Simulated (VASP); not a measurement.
# ZnO (P6_3/mmc) in VASP: a series of runs

The runs below take ZnO through single point, with PBEsol, LDA.

Program: VASP 6.6.1. These are calculated values, not measurements. Logs are shortened: lines on timing, memory, paths and dates and some standing lists are left out, and cuts for length are marked.

## (1) The cell of the first run

The structure is hexagonal, space group P6_3/mmc (No. 194). The conventional cell has a = 3.352 Å, b = 3.352 Å, c = 7.270 Å, α = 90.00°, β = 90.00°, γ = 120.00°. Zn (site symmetry -6m2) has 3 O at 1.94 Å within 2.6 Å. O (site symmetry -6m2) has 3 Zn at 1.94 Å within 2.6 Å.

## (2) Single point, PBEsol (17.69 Å³/atom)

The input, INCAR:

```
SYSTEM = ZnO
PREC = Accurate
ENCUT = 520
EDIFF = 1E-6
ISMEAR = -1
SIGMA = 0.05
LREAL = .FALSE.
LASPH = .TRUE.
NELM = 60
ALGO = Normal
ISIF = 2
LWAVE = .FALSE.
LCHARG = .FALSE.
GGA = PS
NBANDS = 26
```

The input, KPOINTS:

```
regular mesh
0
G
  9 9 4
  0 0 0
```

The input, POSCAR:

```
ZnO
1.0
    3.3524534747      0.0000000000      0.0000000000
   -1.6762267373      2.9033098741      0.0000000000
    0.0000000000      0.0000000000      7.2702894300
Zn O
2 2
Direct
    0.0000000000      0.0000000000      0.2500000000
    0.0000000000      0.0000000000      0.7500000000
    0.6666666667      0.3333333333      0.7500000000
    0.3333333333      0.6666666667      0.2500000000
```

Potentials or basis: VASP PAW PBE potentials, release 64 (Zn, O).

Run with:

```bash
$ cat potpaw_PBE.64/Zn/POTCAR potpaw_PBE.64/O/POTCAR > POTCAR
$ mpirun -np 1 vasp_std > vasp.out
```

OUTCAR:

```text
SYSTEM = ZnO
   PREC = Accurate
   ENCUT = 520
   EDIFF = 1E-6
   ISMEAR = -1
   LREAL = .FALSE.
   LASPH = .TRUE.
   NELM = 60
   ISIF = 2
   GGA = PS

 ion  position               nearest neighbor table
   1  0.000  0.000  0.250-   4 1.94   4 1.94   4 1.94
   2  0.000  0.000  0.750-   3 1.94   3 1.94   3 1.94
   3  0.667  0.333  0.750-   2 1.94   2 1.94   2 1.94
   4  0.333  0.667  0.250-   1 1.94   1 1.94   1 1.94

  LATTYP: Found a hexagonal cell.
 ALAT       =     3.3524534747
 C/A-ratio  =     2.1686473757

  Lattice vectors:

 A1 = (   3.3524534747,   0.0000000000,   0.0000000000)
 A2 = (  -1.6762267373,   2.9033098741,   0.0000000000)
 A3 = (   0.0000000000,   0.0000000000,   7.2702894300)

Analysis of symmetry for initial positions (statically):
=====================================================================
 Subroutine PRICEL returns:
 Original cell was already a primitive cell.

 Routine SETGRP: Setting up the symmetry group for a
 hexagonal supercell.

 Subroutine GETGRP returns: Found 24 space group operations
 (whereof 12 operations were pure point group operations)
 out of a pool of 24 trial point group operations.

The static configuration has the point symmetry D_3d.
 The point group associated with its full space group is D_6h.

Analysis of symmetry for dynamics (positions and initial velocities):
=====================================================================
 Subroutine PRICEL returns:
 Original cell was already a primitive cell.

 Routine SETGRP: Setting up the symmetry group for a
 hexagonal supercell.

 Subroutine GETGRP returns: Found 24 space group operations
 (whereof 12 operations were pure point group operations)
 out of a pool of 24 trial point group operations.

The dynamic configuration has the point symmetry D_3d.
 The point group associated with its full space group is D_6h.

 Subroutine INISYM returns: Found 24 space group operations
 (whereof 12 operations are pure point group operations),
 and found     1 'primitive' translations

----------------------------------------------------------------------------------------

                                     Primitive cell

  volume of cell :      70.7633

  direct lattice vectors                    reciprocal lattice vectors
     3.352453475  0.000000000  0.000000000     0.298289002  0.172217235  0.000000000
    -1.676226737  2.903309874  0.000000000     0.000000000  0.344434471  0.000000000
     0.000000000  0.000000000  7.270289430     0.000000000  0.000000000  0.137546106

  length of vectors
     3.352453475  3.352453475  7.270289430     0.344434471  0.344434471  0.137546106

  position of ions in fractional coordinates (direct lattice)
     0.000000000  0.000000000  0.250000000
     0.000000000  0.000000000  0.750000000
     0.666666667  0.333333333  0.750000000
     0.333333333  0.666666667  0.250000000

  ion indices of the primitive-cell ions
   primitive index   ion index
                 1           1
                 2           2
                 3           3
                 4           4

----------------------------------------------------------------------------------------

 KPOINTS: regular mesh

Automatic generation of k-mesh.
 Grid dimensions read from file:
 generate k-points for:    9    9    4

 Generating k-lattice:

  Cartesian coordinates                     Fractional coordinates (reciprocal lattice)
     0.033143222  0.019135248  0.000000000     0.111111111  0.000000000  0.000000000
     0.000000000  0.038270497  0.000000000     0.000000000  0.111111111  0.000000000
     0.000000000  0.000000000  0.034386526     0.000000000  0.000000000  0.250000000

  Length of vectors
     0.038270497  0.038270497  0.034386526

  Shift w.r.t. Gamma in fractional coordinates (k-lattice)
     0.000000000  0.000000000  0.000000000

 Subroutine IBZKPT returns following result:
 ===========================================

 Found     36 irreducible k-points:

 Following reciprocal coordinates:
            Coordinates               Weight
  0.000000  0.000000  0.000000      1.000000
  0.111111  0.000000  0.000000      6.000000
  0.222222  0.000000  0.000000      6.000000
  0.333333  0.000000  0.000000      6.000000
  0.444444  0.000000  0.000000      6.000000
  0.111111  0.111111  0.000000      6.000000
[... 16 lines left out ...]
  0.333333  0.222222  0.250000     24.000000
  0.333333  0.333333  0.250000      4.000000
 [... further k-points ...]
   k-points           NKPTS =     36   k-points in BZ     NKDIM =     36   number of bands    NBANDS=     26
   number of dos      NEDOS =    301   number of ions     NIONS =      4
   total plane-waves  NPLWV =  42336
   dimension x,y,z NGX =    28 NGY =   28 NGZ =   54
   dimension x,y,z NGXF=    56 NGYF=   56 NGZF=  108
   ions per type =               2   2
   NGX,Y,Z   is equivalent  to a cutoff of  13.89, 13.89, 12.35 a.u.
   NGXF,Y,Z  is equivalent  to a cutoff of  27.77, 27.77, 24.70 a.u.
 SYSTEM =  ZnO
   PREC   = accura    normal or accurate (medium, high low for compatibility)
   ISTART =      0    job   : 0-new  1-cont  2-samecut
   ICHARG =      2    charge: 1-file 2-atom 10-const
   ISPIN  =      1    spin polarized calculation?
   LNONCOLLINEAR =      F non collinear calculations
   LSORBIT =      F    spin-orbit coupling
   LASPH  =      T    aspherical Exc in radial PAW
   ENCUT  =  520.0 eV  38.22 Ry    6.18 a.u.   6.23  6.23 13.52*2*pi/ulx,y,z
   NELM   =     60;   NELMIN=  2; NELMDL= -5     # of ELM steps
   EDIFF  = 0.1E-05   stopping-criterion for ELM
   LREAL  =      F    real-space projection
   EDIFFG = 0.1E-04   stopping-criterion for IOM
   NSW    =      0    number of steps for IOM
   IBRION =     -1    ionic relax: 0-MD 1-quasi-New 2-CG
   NFREE  =      0    steps in history (QN), initial steepest desc. (CG)
   ISIF   =      2    stress and relaxation
   ISYM   =      2    0-nonsym 1-usesym 2-fastsym
   POTIM  = 0.5000    time-step for ionic-motion
   TEBEG  =    0.0;   TEEND  =   0.0 temperature during run
   PSTRESS=    0.0 pullay stress
   NELECT =      36.0000    total number of electrons
   NUPDOWN=      -1.0000    fix difference up-down
   EMIN   =  10.00;   EMAX   =-10.00  energy-range for DOS
   EFERMI =   0.00;   METHOD = LEGACY
   ISMEAR =    -1;   SIGMA  =   0.05  broadening in eV -4-tet -1-fermi 0-gaus
   EFERMI_NEDOS =   21; number of points for ismear=-14 and -15
   IALGO  =     38    algorithm
   IMIX   =      4    mixing-type and parameters
     AMIX     =   0.40;   BMIX     =  1.00
     AMIX_MAG =   1.60;   BMIX_MAG =  1.00
  volume/ion in A,a.u.               =      17.69       119.38
  Fermi-wavevector in a.u.,A,eV,Ry     =   1.306892  2.469668 23.238299  1.707967
  Thomas-Fermi vector in A             =   2.437663
   LORBIT       =      0    0 simple, 1 ext, 2 COOP (PROOUT), +10 PAW based schemes
   GGA     = PS    functional components
   LHFCALC =     F    Hartree Fock is set to
   AEXX    =    0.0000 exact exchange contribution
   IVDW    =     0    specifies the selected vdW correction
   LEPSILON=     F    determine dielectric tensor
   LRPA    =     F    only Hartree local field effects (RPA)
 non-spin polarized calculation
  energy-cutoff  :      520.00
  volume of cell :       70.76
 maximum number of plane-waves:      1924
 NGX is ok and might be reduce to    28
   NGX = 13   NGY = 13   NGZ = 27

 number of electron      36.0000035 magnetization

 Free energy of the ion-electron system (eV)
  ---------------------------------------------------
  ext. energy  EPLUGINS =         0.00000000
  ---------------------------------------------------
  free energy    TOTEN  =       -18.12045550 eV

  energy without entropy =      -18.12044362  energy(sigma->0) =      -18.12044956

 E-fermi :  -0.8905     XC(G=0):  -8.9010

 val. band max:       -1.3346374757   @ k =   0.0000   0.0000   0.0000
 cond. band min:      -0.5850074659   @ k =   0.0000   0.0000   0.0000
 fundamental gap:      0.7496300098
 Fermi energy:        -0.8904645955

 k-point     1 :       0.0000    0.0000    0.0000
  band No.  band energies     occupation
      1     -18.3088      2.00000
      2     -18.2393      2.00000
      3      -7.1557      2.00000
      4      -7.1557      2.00000
      5      -7.1430      2.00000
      6      -7.1430      2.00000
[... 18 lines left out ...]
     25      11.0903      0.00000
     26      11.8286      0.00000

 k-point     2 :       0.1111    0.0000    0.0000
  band No.  band energies     occupation
      1     -18.2579      2.00000
      2     -18.1922      2.00000
      3      -7.1742      2.00000
      4      -7.1637      2.00000
      5      -7.0818      2.00000
      6      -7.0690      2.00000
[... 18 lines left out ...]
     25      10.9306      0.00000
     26      11.3046      0.00000

 k-point     3 :       0.2222    0.0000    0.0000
  band No.  band energies     occupation
      1     -18.1263      2.00000
      2     -18.0721      2.00000
      3      -7.1836      2.00000
      4      -7.1780      2.00000
      5      -6.8764      2.00000
      6      -6.8640      2.00000
[... 18 lines left out ...]
     25      10.4741      0.00000
     26      11.8049      0.00000

 k-point     4 :       0.3333    0.0000    0.0000
  band No.  band energies     occupation
      1     -17.9707      2.00000
      2     -17.9335      2.00000
      3      -7.1049      2.00000
      4      -7.1024      2.00000
      5      -6.5989      2.00000
      6      -6.5885      2.00000
[... 18 lines left out ...]
     25      10.4506      0.00000
     26      11.4740      0.00000

 k-point     5 :       0.4444    0.0000    0.0000
  band No.  band energies     occupation
      1     -17.8637      2.00000
      2     -17.8439      2.00000
      3      -6.9648      2.00000
      4      -6.9560      2.00000
      5      -6.4661      2.00000
      6      -6.3776      2.00000
[... 18 lines left out ...]
     25      10.0342      0.00000
     26      12.3931      0.00000

 k-point     6 :       0.1111    0.1111    0.0000
  band No.  band energies     occupation
      1     -18.1667      2.00000
      2     -18.1086      2.00000
      3      -7.1865      2.00000
      4      -7.1816      2.00000
      5      -6.9389      2.00000
      6      -6.9279      2.00000
[... 427 lines left out ...]
 k-point    21 :       0.4444    0.1111    0.2500
  band No.  band energies     occupation
      1     -17.8336      2.00000
      2     -17.8233      2.00000
      3      -6.9008      2.00000
      4      -6.8981      2.00000
      5      -6.4442      2.00000
      6      -6.3573      2.00000
[... 18 lines left out ...]
     25       9.6590      0.00000
     26      10.6559      0.00000

 k-point    22 :       0.2222    0.2222    0.2500
  band No.  band energies     occupation
      1     -17.8980      2.00000
      2     -17.8777      2.00000
      3      -7.0168      2.00000
      4      -7.0140      2.00000
      5      -6.4041      2.00000
      6      -6.4004      2.00000
[... 18 lines left out ...]
     25       9.4066      0.00000
     26      10.6071      0.00000

 k-point    23 :       0.3333    0.2222    0.2500
  band No.  band energies     occupation
      1     -17.8178      2.00000
      2     -17.8085      2.00000
      3      -6.8537      2.00000
      4      -6.8492      2.00000
      5      -6.4146      2.00000
      6      -6.3568      2.00000
[... 18 lines left out ...]
     25       8.7915      0.00000
     26       9.5324      0.00000

 k-point    24 :       0.3333    0.3333    0.2500
  band No.  band energies     occupation
      1     -17.7878      2.00000
      2     -17.7878      2.00000
      3      -6.7751      2.00000
      4      -6.7658      2.00000
      5      -6.3866      2.00000
      6      -6.3866      2.00000
[... 18 lines left out ...]
     25       8.3077      0.00000
     26       8.6316      0.00000

 [... further k-points ...]
[... 5 lines left out ...]
  --------------------------------------------------------------------------------------
  -------------------------------------------------------------------------------------
  Total       -5.1491463     -5.1491463     -0.3764917     -0.0000000      0.0000000      0.0000000
  in kB     -116.5837356   -116.5837356     -8.5242886     -0.0000000      0.0000000      0.0000000
  external PRESSURE =     -80.5639199 kB  Pullay stress =       0.0000000 kB

 VOLUME and BASIS-vectors are now :
 -----------------------------------------------------------------------------
  energy-cutoff  :      520.00
  volume of cell :       70.76
      direct lattice vectors                 reciprocal lattice vectors
     3.352453475  0.000000000  0.000000000     0.298289002  0.172217235  0.000000000
    -1.676226737  2.903309874  0.000000000     0.000000000  0.344434471  0.000000000
     0.000000000  0.000000000  7.270289430     0.000000000  0.000000000  0.137546106

 POSITION                                       TOTAL-FORCE (eV/Angst)
 -----------------------------------------------------------------------------------
      0.00000      0.00000      1.81757         0.000000     -0.000000     -0.000000
      0.00000      0.00000      5.45272        -0.000000      0.000000     -0.000000
      1.67623      0.96777      5.45272        -0.000000     -0.000000      0.000000
     -0.00000      1.93554      1.81757         0.000000     -0.000000      0.000000
 -----------------------------------------------------------------------------------
    total drift:                                0.000000     -0.000000      0.000000

  FREE ENERGIE OF THE ION-ELECTRON SYSTEM (eV)
  ---------------------------------------------------
  free  energy   TOTEN  =       -18.1204555020 eV

  energy  without entropy=      -18.1204436174  energy(sigma->0) =      -18.12044956
```

It took 2.3 min on 1 thread of Intel Xeon 8259CL, shared host; peak memory 0.22 GiB.

Results:

| Property | Result |
| --- | --- |
| Free energy | -18.1205 eV |
| Pressure | -8.1 GPa |
| Band gap on the k mesh | 0.75 eV |

Levels at points of the mesh, in eV from the valence-band top:
```csv
k point,band 15,band 16,band 17,band 18,band 19,band 20,band 21,band 22
"(0.00, 0.00, 0.00)",-0.01,-0.01,0.00,0.00,0.75,3.08,5.13,10.61
"(0.00, 0.00, 0.50)",0.00,0.00,0.00,0.00,1.81,1.81,7.06,7.06
```

Caveat: the cell stands under tension; the PAW data sets were made with another functional, which shifts forces and pressure a little; an odd mesh through Γ misses points on the zone boundary, where band edges can lie.

[end of part 1 of 2]
